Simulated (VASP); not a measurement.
# CsPbCl3 (P4/mmm) in VASP: single point with PBEsol

Aim: the single point of CsPbCl3 with PBEsol.

Everything below comes from runs of VASP 6.6.1. Logs are shortened: lines on timing, memory, paths and dates and some standing lists are left out, and cuts for length are marked.

## Step 1: The cell of the first run

Symmetry: P4/mmm, No. 123, tetragonal system. Conventional cell: a = 5.325 Å, b = 5.325 Å, c = 5.605 Å, α = 90.00°, β = 90.00°, γ = 90.00°. Within 4.9 Å of Cs (site symmetry 4/mmm) lie 12 Cl at 3.77 to 3.87 Å and 8 Pb at 4.69 Å. Pb (site symmetry 4/mmm) has 6 Cl at 2.66 to 2.80 Å within 3.5 Å. Cl (site symmetry mmm) has 2 Pb at 2.66 Å within 3.5 Å. Cl (site symmetry 4/mmm) has 2 Pb at 2.80 Å and 4 Cs at 3.77 Å and 8 Cl at 3.87 Å within 3.9 Å.

## Step 2: Single point, PBEsol (strain -0.050 along x and y, +0.000 along z)

File INCAR:

```
PREC = Accurate
ENCUT = 520
EDIFF = 1E-6
ISMEAR = 0
SIGMA = 0.05
LREAL = False
LASPH = True
NELM = 80
ALGO = Normal
ISIF = 2
LWAVE = False
LCHARG = False
GGA = PS
NBANDS = 30
```

File KPOINTS:

```
regular mesh
0
Gamma
  6 6 6
```

File POSCAR:

```
CsPbCl3
1.0
    5.3247500000      0.0000000000      0.0000000000
    0.0000000000      5.3247500000      0.0000000000
    0.0000000000      0.0000000000      5.6050000000
Cs Pb Cl
1 1 3
Direct
    0.0000000000      0.0000000000      0.0000000000
    0.5000000000      0.5000000000      0.5000000000
    0.0000000000      0.5000000000      0.5000000000
    0.5000000000      0.0000000000      0.5000000000
    0.5000000000      0.5000000000      0.0000000000
```

Potentials or basis: VASP PAW PBE potentials, release 64 (Cs_sv, Pb_d, Cl).

Command:

```sh
$ cat potpaw_PBE.64/Cs_sv/POTCAR potpaw_PBE.64/Pb_d/POTCAR potpaw_PBE.64/Cl/POTCAR > POTCAR
$ mpirun -np 1 vasp_std > vasp.out
```

OUTCAR:

```text
PREC = Accurate
   ENCUT = 520
   EDIFF = 1E-6
   ISMEAR = 0
   LREAL = False
   LASPH = True
   NELM = 80
   ISIF = 2
   GGA = PS

 ion  position               nearest neighbor table
   1  0.000  0.000  0.000-
   2  0.500  0.500  0.500-   3 2.66   4 2.66   4 2.66   3 2.66   5 2.80   5 2.80
   3  0.000  0.500  0.500-   2 2.66   2 2.66
   4  0.500  0.000  0.500-   2 2.66   2 2.66
   5  0.500  0.500  0.000-   2 2.80   2 2.80

  LATTYP: Found a simple tetragonal cell.
 ALAT       =     5.3247500000
 C/A-ratio  =     1.0526315789

  Lattice vectors:

 A1 = (   5.3247500000,   0.0000000000,   0.0000000000)
 A2 = (   0.0000000000,   5.3247500000,   0.0000000000)
 A3 = (   0.0000000000,   0.0000000000,   5.6050000000)

Analysis of symmetry for initial positions (statically):
=====================================================================
 Subroutine PRICEL returns:
 Original cell was already a primitive cell.

 Routine SETGRP: Setting up the symmetry group for a
 simple tetragonal supercell.

 Subroutine GETGRP returns: Found 16 space group operations
 (whereof 16 operations were pure point group operations)
 out of a pool of 16 trial point group operations.

The static configuration has the point symmetry D_4h.

Analysis of symmetry for dynamics (positions and initial velocities):
=====================================================================
 Subroutine PRICEL returns:
 Original cell was already a primitive cell.

 Routine SETGRP: Setting up the symmetry group for a
 simple tetragonal supercell.

 Subroutine GETGRP returns: Found 16 space group operations
 (whereof 16 operations were pure point group operations)
 out of a pool of 16 trial point group operations.

The dynamic configuration has the point symmetry D_4h.

 Subroutine INISYM returns: Found 16 space group operations
 (whereof 16 operations are pure point group operations),
 and found     1 'primitive' translations

----------------------------------------------------------------------------------------

                                     Primitive cell

  volume of cell :     158.9184

  direct lattice vectors                    reciprocal lattice vectors
     5.324750000  0.000000000  0.000000000     0.187802244  0.000000000  0.000000000
     0.000000000  5.324750000  0.000000000     0.000000000  0.187802244  0.000000000
     0.000000000  0.000000000  5.605000000     0.000000000  0.000000000  0.178412132

  length of vectors
     5.324750000  5.324750000  5.605000000     0.187802244  0.187802244  0.178412132

  position of ions in fractional coordinates (direct lattice)
     0.000000000  0.000000000  0.000000000
     0.500000000  0.500000000  0.500000000
     0.000000000  0.500000000  0.500000000
     0.500000000  0.000000000  0.500000000
     0.500000000  0.500000000  0.000000000

  ion indices of the primitive-cell ions
   primitive index   ion index
                 1           1
                 2           2
                 3           3
                 4           4
                 5           5

----------------------------------------------------------------------------------------

 KPOINTS: regular mesh

Automatic generation of k-mesh.
 Grid dimensions read from file:
 generate k-points for:    6    6    6

 Generating k-lattice:

  Cartesian coordinates                     Fractional coordinates (reciprocal lattice)
     0.031300374  0.000000000  0.000000000     0.166666667  0.000000000  0.000000000
     0.000000000  0.031300374  0.000000000     0.000000000  0.166666667  0.000000000
     0.000000000  0.000000000  0.029735355     0.000000000  0.000000000  0.166666667

  Length of vectors
     0.031300374  0.031300374  0.029735355

  Shift w.r.t. Gamma in fractional coordinates (k-lattice)
     0.000000000  0.000000000  0.000000000

 Subroutine IBZKPT returns following result:
 ===========================================

 Found     40 irreducible k-points:

 Following reciprocal coordinates:
            Coordinates               Weight
  0.000000  0.000000  0.000000      1.000000
  0.166667  0.000000  0.000000      4.000000
  0.333333  0.000000  0.000000      4.000000
  0.500000  0.000000  0.000000      2.000000
  0.166667  0.166667  0.000000      4.000000
  0.333333  0.166667  0.000000      8.000000
[... 16 lines left out ...]
  0.333333  0.000000  0.333333      8.000000
  0.500000  0.000000  0.333333      4.000000
 [... further k-points ...]
   k-points           NKPTS =     40   k-points in BZ     NKDIM =     40   number of bands    NBANDS=     30
   number of dos      NEDOS =    301   number of ions     NIONS =      5
   total plane-waves  NPLWV =  67200
   dimension x,y,z NGX =    40 NGY =   40 NGZ =   42
   dimension x,y,z NGXF=    80 NGYF=   80 NGZF=   84
   ions per type =               1   1   3
   NGX,Y,Z   is equivalent  to a cutoff of  12.49, 12.49, 12.46 a.u.
   NGXF,Y,Z  is equivalent  to a cutoff of  24.98, 24.98, 24.91 a.u.
 SYSTEM =  unknown system
   PREC   = accura    normal or accurate (medium, high low for compatibility)
   ISTART =      0    job   : 0-new  1-cont  2-samecut
   ICHARG =      2    charge: 1-file 2-atom 10-const
   ISPIN  =      1    spin polarized calculation?
   LNONCOLLINEAR =      F non collinear calculations
   LSORBIT =      F    spin-orbit coupling
   LASPH  =      T    aspherical Exc in radial PAW
   ENCUT  =  520.0 eV  38.22 Ry    6.18 a.u.   9.90  9.90 10.42*2*pi/ulx,y,z
   NELM   =     80;   NELMIN=  2; NELMDL= -5     # of ELM steps
   EDIFF  = 0.1E-05   stopping-criterion for ELM
   LREAL  =      F    real-space projection
   EDIFFG = 0.1E-04   stopping-criterion for IOM
   NSW    =      0    number of steps for IOM
   IBRION =     -1    ionic relax: 0-MD 1-quasi-New 2-CG
   NFREE  =      0    steps in history (QN), initial steepest desc. (CG)
   ISIF   =      2    stress and relaxation
   ISYM   =      2    0-nonsym 1-usesym 2-fastsym
   POTIM  = 0.5000    time-step for ionic-motion
   TEBEG  =    0.0;   TEEND  =   0.0 temperature during run
   PSTRESS=    0.0 pullay stress
   NELECT =      44.0000    total number of electrons
   NUPDOWN=      -1.0000    fix difference up-down
   EMIN   =  10.00;   EMAX   =-10.00  energy-range for DOS
   EFERMI =   0.00;   METHOD = LEGACY
   ISMEAR =     0;   SIGMA  =   0.05  broadening in eV -4-tet -1-fermi 0-gaus
   EFERMI_NEDOS =   21; number of points for ismear=-14 and -15
   IALGO  =     38    algorithm
   IMIX   =      4    mixing-type and parameters
     AMIX     =   0.40;   BMIX     =  1.00
     AMIX_MAG =   1.60;   BMIX_MAG =  1.00
  volume/ion in A,a.u.               =      31.78       214.49
  Fermi-wavevector in a.u.,A,eV,Ry     =   1.067008  2.016353 15.490317  1.138506
  Thomas-Fermi vector in A             =   2.202611
   LORBIT       =      0    0 simple, 1 ext, 2 COOP (PROOUT), +10 PAW based schemes
   GGA     = PS    functional components
   LHFCALC =     F    Hartree Fock is set to
   AEXX    =    0.0000 exact exchange contribution
   IVDW    =     0    specifies the selected vdW correction
   LEPSILON=     F    determine dielectric tensor
   LRPA    =     F    only Hartree local field effects (RPA)
 non-spin polarized calculation
 Gauss-broadening in eV      SIGMA  =   0.05
  energy-cutoff  :      520.00
  volume of cell :      158.92
 maximum number of plane-waves:      4304
 NGX is ok and might be reduce to    40
   NGX = 19   NGY = 19   NGZ = 21

 number of electron      44.0000000 magnetization

 Free energy of the ion-electron system (eV)
  ---------------------------------------------------
  ext. energy  EPLUGINS =         0.00000000
  ---------------------------------------------------
  free energy    TOTEN  =       -18.12719638 eV

  energy without entropy =      -18.12719638  energy(sigma->0) =      -18.12719638

 E-fermi :   3.4800     XC(G=0):  -8.4783

 val. band max:        3.1892182744   @ k =   0.5000   0.5000   0.5000
 cond. band min:       4.1340252570   @ k =   0.5000   0.5000   0.5000
 fundamental gap:      0.9448069826
 Fermi energy:         3.4800492300

 k-point     1 :       0.0000    0.0000    0.0000
  band No.  band energies     occupation
      1     -18.8345      2.00000
      2     -14.4025      2.00000
      3     -14.2657      2.00000
      4     -13.8550      2.00000
      5     -13.8550      2.00000
      6     -13.8453      2.00000
[... 22 lines left out ...]
     29       8.8041      0.00000
     30       9.6880      0.00000

 k-point     2 :       0.1667    0.0000    0.0000
  band No.  band energies     occupation
      1     -18.8332      2.00000
      2     -14.3717      2.00000
      3     -14.2389      2.00000
      4     -13.8559      2.00000
      5     -13.8549      2.00000
      6     -13.8462      2.00000
[... 22 lines left out ...]
     29       8.7665      0.00000
     30       8.8144      0.00000

 k-point     3 :       0.3333    0.0000    0.0000
  band No.  band energies     occupation
      1     -18.8305      2.00000
      2     -14.3405      2.00000
      3     -14.1475      2.00000
      4     -13.8578      2.00000
      5     -13.8549      2.00000
      6     -13.8481      2.00000
[... 22 lines left out ...]
     29       8.1728      0.00000
     30       8.9991      0.00000

 k-point     4 :       0.5000    0.0000    0.0000
  band No.  band energies     occupation
      1     -18.8292      2.00000
      2     -14.3336      2.00000
      3     -14.0897      2.00000
      4     -13.8587      2.00000
      5     -13.8548      2.00000
      6     -13.8490      2.00000
[... 22 lines left out ...]
     29       8.3168      0.00000
     30       9.1675      0.00000

 k-point     5 :       0.1667    0.1667    0.0000
  band No.  band energies     occupation
      1     -18.8319      2.00000
      2     -14.3259      2.00000
      3     -14.2257      2.00000
      4     -13.8559      2.00000
      5     -13.8558      2.00000
      6     -13.8471      2.00000
[... 22 lines left out ...]
     29       8.4839      0.00000
     30       8.6793      0.00000
[... 526 lines left out ...]
     29       8.0402      0.00000
     30       9.6207      0.00000

 k-point    22 :       0.1667    0.0000    0.3333
  band No.  band energies     occupation
      1     -18.8309      2.00000
      2     -14.3702      2.00000
      3     -14.1751      2.00000
      4     -13.8572      2.00000
      5     -13.8562      2.00000
      6     -13.8462      2.00000
[... 22 lines left out ...]
     29       8.1485      0.00000
     30       9.0559      0.00000

 k-point    23 :       0.3333    0.0000    0.3333
  band No.  band energies     occupation
      1     -18.8286      2.00000
      2     -14.3313      2.00000
      3     -14.0718      2.00000
      4     -13.8590      2.00000
      5     -13.8562      2.00000
      6     -13.8480      2.00000
[... 22 lines left out ...]
     29       8.4838      0.00000
     30       8.7726      0.00000

 k-point    24 :       0.5000    0.0000    0.3333
  band No.  band energies     occupation
      1     -18.8274      2.00000
      2     -14.3208      2.00000
      3     -14.0026      2.00000
      4     -13.8599      2.00000
      5     -13.8561      2.00000
      6     -13.8489      2.00000
[... 22 lines left out ...]
     29       8.6087      0.00000
     30       8.9522      0.00000

 [... further k-points ...]

------------------------ aborting loop because EDIFF is reached ----------------------------------------

  FORCE on cell =-STRESS in cart. coord.  units (eV):
  Direction    XX          YY          ZZ          XY          YZ          ZX
  --------------------------------------------------------------------------------------
  -------------------------------------------------------------------------------------
  Total        5.0011777      5.0011777      1.1431455      0.0000000     -0.0000000      0.0000000
  in kB       50.4206928     50.4206928     11.5249232      0.0000000     -0.0000000      0.0000000
  external PRESSURE =      37.4554363 kB  Pullay stress =       0.0000000 kB

 VOLUME and BASIS-vectors are now :
 -----------------------------------------------------------------------------
  energy-cutoff  :      520.00
  volume of cell :      158.92
      direct lattice vectors                 reciprocal lattice vectors
     5.324750000  0.000000000  0.000000000     0.187802244  0.000000000  0.000000000
     0.000000000  5.324750000  0.000000000     0.000000000  0.187802244  0.000000000
     0.000000000  0.000000000  5.605000000     0.000000000  0.000000000  0.178412132

 POSITION                                       TOTAL-FORCE (eV/Angst)
 -----------------------------------------------------------------------------------
      0.00000      0.00000      0.00000         0.000000      0.000000      0.000000
      2.66237      2.66237      2.80250         0.000000      0.000000      0.000000
      0.00000      2.66237      2.80250         0.000000      0.000000      0.000000
      2.66237      0.00000      2.80250         0.000000      0.000000      0.000000
      2.66237      2.66237      0.00000         0.000000      0.000000      0.000000
 -----------------------------------------------------------------------------------
    total drift:                                0.000000      0.000000     -0.000000

  FREE ENERGIE OF THE ION-ELECTRON SYSTEM (eV)
  ---------------------------------------------------
  free  energy   TOTEN  =       -18.1271963756 eV

  energy  without entropy=      -18.1271963756  energy(sigma->0) =      -18.12719638
```

Run time: 2.3 min. Hardware: 1 thread of Oxide Virtual Turin-like, shared host; peak memory 0.31 GiB.

Results:

* Free energy: -18.1272 eV
* Pressure: 3.7 GPa
* Band gap on the k mesh: 0.94 eV

Stress tensor (GPa, compression positive):
```
5.04 0.00 0.00
0.00 5.04 0.00
0.00 0.00 1.15
```

Caveat: the cell differs from its parent crystal (strain -0.050 along x and y, +0.000 along z); the cell stands under pressure; the PAW data sets were made with another functional, which shifts forces and pressure a little; spin-orbit coupling is left out, which moves the levels of the heavy elements.
